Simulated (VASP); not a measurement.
# Na7H8 (a cell with a defect) in VASP: a series of runs

The runs below take Na7H8 (a cell with a defect) through single point, with PBE.

Program: VASP 6.6.1. These are calculated values, not measurements. Logs are shortened: lines on timing, memory, paths and dates and some standing lists are left out, and cuts for length are marked.

### 1 The cell of the first run

The cell holds a defect, 15 atoms: a = 6.861 Å, b = 6.861 Å, c = 6.861 Å, α = 60.00°, β = 60.00°, γ = 60.00°.

### 2 Single point, PBE

File INCAR:

```
SYSTEM = Na7H8
ALGO = Normal ; EDIFF = 1E-6
ENCUT = 520 ; GGA = PE
ISIF = 2 ; ISMEAR = 1
LASPH = .TRUE. ; LCHARG = .FALSE.
LREAL = Auto ; LWAVE = .FALSE.
NBANDS = 42 ; NELM = 100
PREC = Accurate ; SIGMA = 0.15
```

File KPOINTS:

```
k-points
0
G
  3 3 3
  0 0 0
```

File POSCAR:

```
Na7H8
1.0
    0.0000000000      4.8511220000      4.8511220000
    4.8511220000      0.0000000000      4.8511220000
    4.8511220000      4.8511220000      0.0000000000
H Na
8 7
Direct
    0.2430512982      0.2460701875      0.2428158888
    0.2896357791      0.2516206560      0.7105977751
    0.2566280543      0.7567550352      0.2564283067
    0.2716243789      0.7412763480      0.7283760334
    0.7108949229      0.2515982900      0.2893285306
    0.7438409094      0.2697775896      0.7435580882
    0.7288782884      0.7411041198      0.2714432867
    0.7575034188      0.7316248695      0.7572776978
    0.0005199828     -0.0137985604      0.5280562930
    0.0003160094      0.3821482948      0.0000917314
   -0.0001293515      0.5145068502      0.4720443023
    0.5292065423     -0.0138626693     -0.0001058518
    0.5002836457     -0.0060985892      0.4999480533
    0.4713483808      0.5151153692     -0.0001437812
    0.5002235565      0.5032925373      0.4999597000
```

Potentials or basis: VASP PAW PBE potentials, release 64 (H, Na_pv).

Run with:

```console
$ cat potpaw_PBE.64/H/POTCAR potpaw_PBE.64/Na_pv/POTCAR > POTCAR
$ mpirun -np 1 vasp_std > vasp.out
```

OUTCAR:

```text
SYSTEM = Na7H8
   EDIFF = 1E-6
   ENCUT = 520
   GGA = PE
   ISIF = 2
   ISMEAR = 1
   LASPH = .TRUE.
   LREAL = Auto
   NELM = 100
   PREC = Accurate

 ion  position               nearest neighbor table
   1  0.243  0.246  0.243-
   2  0.290  0.252  0.711-
   3  0.257  0.757  0.256-
   4  0.272  0.741  0.728-
   5  0.711  0.252  0.289-
   6  0.744  0.270  0.744-
   7  0.729  0.741  0.271-
   8  0.758  0.732  0.757-
   9  0.001  0.986  0.528-
  10  0.000  0.382  0.000-
  11  1.000  0.515  0.472-
  12  0.529  0.986  1.000-
  13  0.500  0.994  0.500-
  14  0.471  0.515  1.000-
  15  0.500  0.503  0.500-

  LATTYP: Found a face centered cubic cell.
 ALAT       =     9.7022440000

  Lattice vectors:

 A1 = (   0.0000000000,   4.8511220000,   4.8511220000)
 A2 = (   4.8511220000,   0.0000000000,   4.8511220000)
 A3 = (   4.8511220000,   4.8511220000,   0.0000000000)

Analysis of symmetry for initial positions (statically):
=====================================================================
 Subroutine PRICEL returns:
 Original cell was already a primitive cell.

 Routine SETGRP: Setting up the symmetry group for a
 face centered cubic supercell.

 Subroutine GETGRP returns: Found  1 space group operations
 (whereof  1 operations were pure point group operations)
 out of a pool of 48 trial point group operations.

The static configuration has the point symmetry C_1 .

Analysis of symmetry for dynamics (positions and initial velocities):
=====================================================================
 Subroutine PRICEL returns:
 Original cell was already a primitive cell.

 Routine SETGRP: Setting up the symmetry group for a
 face centered cubic supercell.

 Subroutine GETGRP returns: Found  1 space group operations
 (whereof  1 operations were pure point group operations)
 out of a pool of 48 trial point group operations.

The dynamic configuration has the point symmetry C_1 .

 Subroutine INISYM returns: Found  1 space group operations
 (whereof  1 operations are pure point group operations),
 and found     1 'primitive' translations

----------------------------------------------------------------------------------------

                                     Primitive cell

  volume of cell :     228.3266

  direct lattice vectors                    reciprocal lattice vectors
     0.000000000  4.851122000  4.851122000    -0.103068940  0.103068940  0.103068940
     4.851122000  0.000000000  4.851122000     0.103068940 -0.103068940  0.103068940
     4.851122000  4.851122000  0.000000000     0.103068940  0.103068940 -0.103068940

  length of vectors
     6.860522525  6.860522525  6.860522525     0.178520640  0.178520640  0.178520640

  position of ions in fractional coordinates (direct lattice)
     0.243051298  0.246070188  0.242815889
     0.289635779  0.251620656  0.710597775
     0.256628054  0.756755035  0.256428307
     0.271624379  0.741276348  0.728376033
     0.710894923  0.251598290  0.289328531
     0.743840909  0.269777590  0.743558088
     0.728878288  0.741104120  0.271443287
     0.757503419  0.731624870  0.757277698
     0.000519983  0.986201440  0.528056293
     0.000316009  0.382148295  0.000091731
     0.999870648  0.514506850  0.472044302
     0.529206542  0.986137331  0.999894148
     0.500283646  0.993901411  0.499948053
     0.471348381  0.515115369  0.999856219
     0.500223557  0.503292537  0.499959700

  ion indices of the primitive-cell ions
   primitive index   ion index
                 1           1
                 2           2
                 3           3
                 4           4
                 5           5
                 6           6
                 7           7
                 8           8
                 9           9
                10          10
                11          11
                12          12
                13          13
                14          14
                15          15

----------------------------------------------------------------------------------------

 KPOINTS: k-points

Automatic generation of k-mesh.
 Grid dimensions read from file:
 generate k-points for:    3    3    3

 Generating k-lattice:

  Cartesian coordinates                     Fractional coordinates (reciprocal lattice)
    -0.034356313  0.034356313  0.034356313     0.333333333  0.000000000  0.000000000
     0.034356313 -0.034356313  0.034356313     0.000000000  0.333333333  0.000000000
     0.034356313  0.034356313 -0.034356313     0.000000000  0.000000000  0.333333333

  Length of vectors
     0.059506880  0.059506880  0.059506880

  Shift w.r.t. Gamma in fractional coordinates (k-lattice)
     0.000000000  0.000000000  0.000000000

 Subroutine IBZKPT returns following result:
 ===========================================

 Found     14 irreducible k-points:

 Following reciprocal coordinates:
            Coordinates               Weight
  0.000000  0.000000  0.000000      1.000000
  0.333333  0.000000  0.000000      2.000000
  0.000000  0.333333  0.000000      2.000000
  0.000000  0.000000  0.333333      2.000000
  0.333333  0.333333  0.333333      2.000000
  0.333333  0.333333  0.000000      2.000000
  0.000000  0.333333  0.333333      2.000000
  0.333333  0.000000  0.333333      2.000000
 -0.333333  0.333333  0.000000      2.000000
  0.000000 -0.333333  0.333333      2.000000
  0.333333  0.000000 -0.333333      2.000000
  0.333333  0.333333 -0.333333      2.000000
 -0.333333  0.333333 -0.333333      2.000000
  0.333333 -0.333333 -0.333333      2.000000
   k-points           NKPTS =     14   k-points in BZ     NKDIM =     14   number of bands    NBANDS=     42
   number of dos      NEDOS =    301   number of ions     NIONS =     15
   total plane-waves  NPLWV = 157464
   dimension x,y,z NGX =    54 NGY =   54 NGZ =   54
   dimension x,y,z NGXF=   108 NGYF=  108 NGZF=  108
   ions per type =               8   7
   NGX,Y,Z   is equivalent  to a cutoff of  13.09, 13.09, 13.09 a.u.
   NGXF,Y,Z  is equivalent  to a cutoff of  26.17, 26.17, 26.17 a.u.
 SYSTEM =  Na7H8
   PREC   = accura    normal or accurate (medium, high low for compatibility)
   ISTART =      0    job   : 0-new  1-cont  2-samecut
   ICHARG =      2    charge: 1-file 2-atom 10-const
   ISPIN  =      1    spin polarized calculation?
   LNONCOLLINEAR =      F non collinear calculations
   LSORBIT =      F    spin-orbit coupling
   LASPH  =      T    aspherical Exc in radial PAW
   ENCUT  =  520.0 eV  38.22 Ry    6.18 a.u.  12.76 12.76 12.76*2*pi/ulx,y,z
   NELM   =    100;   NELMIN=  2; NELMDL= -5     # of ELM steps
   EDIFF  = 0.1E-05   stopping-criterion for ELM
   LREAL  =      T    real-space projection
   EDIFFG = 0.1E-04   stopping-criterion for IOM
   NSW    =      0    number of steps for IOM
   IBRION =     -1    ionic relax: 0-MD 1-quasi-New 2-CG
   NFREE  =      0    steps in history (QN), initial steepest desc. (CG)
   ISIF   =      2    stress and relaxation
   ISYM   =      2    0-nonsym 1-usesym 2-fastsym
   POTIM  = 0.5000    time-step for ionic-motion
   TEBEG  =    0.0;   TEEND  =   0.0 temperature during run
   PSTRESS=    0.0 pullay stress
   NELECT =      57.0000    total number of electrons
   NUPDOWN=      -1.0000    fix difference up-down
   EMIN   =  10.00;   EMAX   =-10.00  energy-range for DOS
   EFERMI =   0.00;   METHOD = LEGACY
   ISMEAR =     1;   SIGMA  =   0.15  broadening in eV -4-tet -1-fermi 0-gaus
   EFERMI_NEDOS =   21; number of points for ismear=-14 and -15
   IALGO  =     38    algorithm
   IMIX   =      4    mixing-type and parameters
     AMIX     =   0.40;   BMIX     =  1.00
     AMIX_MAG =   1.60;   BMIX_MAG =  1.00
  volume/ion in A,a.u.               =      15.22       102.72
  Fermi-wavevector in a.u.,A,eV,Ry     =   1.030815  1.947959 14.457285  1.062581
  Thomas-Fermi vector in A             =   2.164932
   LORBIT       =      0    0 simple, 1 ext, 2 COOP (PROOUT), +10 PAW based schemes
   GGA     = PE    functional components
   LHFCALC =     F    Hartree Fock is set to
   AEXX    =    0.0000 exact exchange contribution
   IVDW    =     0    specifies the selected vdW correction
   LEPSILON=     F    determine dielectric tensor
   LRPA    =     F    only Hartree local field effects (RPA)
 non-spin polarized calculation
 Methfessel and Paxton  Order N= 1 SIGMA  =   0.15
  energy-cutoff  :      520.00
  volume of cell :      228.33
 maximum number of plane-waves:      6183
 NGX is ok and might be reduce to    54
   NGX = 25   NGY = 25   NGZ = 25

 number of electron      56.9999996 magnetization

 Free energy of the ion-electron system (eV)
  ---------------------------------------------------
  ext. energy  EPLUGINS =         0.00000000
  ---------------------------------------------------
  free energy    TOTEN  =       -36.10311707 eV

  energy without entropy =      -36.09948677  energy(sigma->0) =      -36.10190697

 E-fermi :  -1.7357     XC(G=0):  -7.3313

 val. band max:       -1.7720702723   @ k =   0.3333   0.0000  -0.3333
 cond. band min:      -1.7353197153   @ k =   0.0000   0.0000   0.0000
 fundamental gap:      0.0367505570
 Fermi energy:        -1.7356541018

 k-point     1 :       0.0000    0.0000    0.0000
  band No.  band energies     occupation
      1     -24.0307      2.00000
      2     -24.0216      2.00000
      3     -23.9906      2.00000
      4     -23.9222      2.00000
      5     -23.9156      2.00000
      6     -23.9111      2.00000
[... 32 lines left out ...]
     39       8.7475      0.00000
[... 558 lines left out ...]
     39       5.6977      0.00000
     40       6.1739      0.00000
 [bands above 40 left out]

------------------------ aborting loop because EDIFF is reached ----------------------------------------

  FORCE on cell =-STRESS in cart. coord.  units (eV):
  Direction    XX          YY          ZZ          XY          YZ          ZX
  --------------------------------------------------------------------------------------
  -------------------------------------------------------------------------------------
  Total       -0.0391120     -0.5597290     -0.0375829      0.0056050     -0.0055455     -0.7089590
  in kB       -0.2744505     -3.9276410     -0.2637205      0.0393304     -0.0389127     -4.9747943
  external PRESSURE =      -1.4886040 kB  Pullay stress =       0.0000000 kB

 VOLUME and BASIS-vectors are now :
 -----------------------------------------------------------------------------
  energy-cutoff  :      520.00
  volume of cell :      228.33
      direct lattice vectors                 reciprocal lattice vectors
     0.000000000  4.851122000  4.851122000    -0.103068940  0.103068940  0.103068940
     4.851122000  0.000000000  4.851122000     0.103068940 -0.103068940  0.103068940
     4.851122000  4.851122000  0.000000000     0.103068940  0.103068940 -0.103068940

 POSITION                                       TOTAL-FORCE (eV/Angst)
 -----------------------------------------------------------------------------------
      2.37165      2.35700      2.37279        -0.005545     -0.031432     -0.004908
      4.66784      4.85225      2.62570         0.044474      0.000455     -0.056017
      4.91508      2.48890      4.91604        -0.038197      0.016125     -0.037432
      7.12946      4.85112      4.91371        -0.025772      0.000196     -0.026928
      2.62410      4.85221      4.66917        -0.055262      0.000742      0.044083
      4.91581      7.21555      4.91719        -0.038789     -0.016815     -0.039289
      4.91199      4.85268      7.13106        -0.026903      0.000660     -0.026201
      7.22285      7.34839      7.22394        -0.004950      0.029951     -0.004986
      7.34585      2.56419      4.78671        -0.002476      0.003510     -0.012930
      1.85429      0.00198      1.85538         0.179130     -0.001061      0.179707
      4.78588      7.14044      7.34643        -0.013845     -0.002834     -0.001129
      9.63448      7.41785      7.35112        -0.010449      0.002259     -0.004729
      7.24685      4.85225      7.24847         0.042459     -0.000728      0.042593
      7.34931      7.13699      4.78546        -0.003514     -0.000754     -0.012162
      4.86690      4.85201      4.86818        -0.040361     -0.000274     -0.039670
 -----------------------------------------------------------------------------------
    total drift:                               -0.000033      0.000171      0.000318

  FREE ENERGIE OF THE ION-ELECTRON SYSTEM (eV)
  ---------------------------------------------------
  free  energy   TOTEN  =       -36.1031170682 eV

  energy  without entropy=      -36.0994867740  energy(sigma->0) =      -36.10190697
```

Run time: 3.8 min. Hardware: 1 thread of AMD EPYC 9R45 (Zen 5), shared host; peak memory 0.37 GiB.

Results:

* Free energy: -36.1031 eV
* Pressure: -0.1 GPa
* Largest force: 0.254 eV/Å

Forces in eV/Å, atoms in the order of the input:
```
H   -0.006 -0.031 -0.005
H    0.044  0.000 -0.056
H   -0.038  0.016 -0.037
H   -0.026  0.000 -0.027
H   -0.055  0.001  0.044
H   -0.039 -0.017 -0.039
H   -0.027  0.001 -0.026
H   -0.005  0.030 -0.005
Na  -0.002  0.004 -0.013
Na   0.179 -0.001  0.180
Na  -0.014 -0.003 -0.001
Na  -0.010  0.002 -0.005
Na   0.042 -0.001  0.043
Na  -0.004 -0.001 -0.012
Na  -0.040  0.000 -0.040
```

Caveat: the k points lie up to 0.37 Å⁻¹ apart.

[end of part 1 of 2]
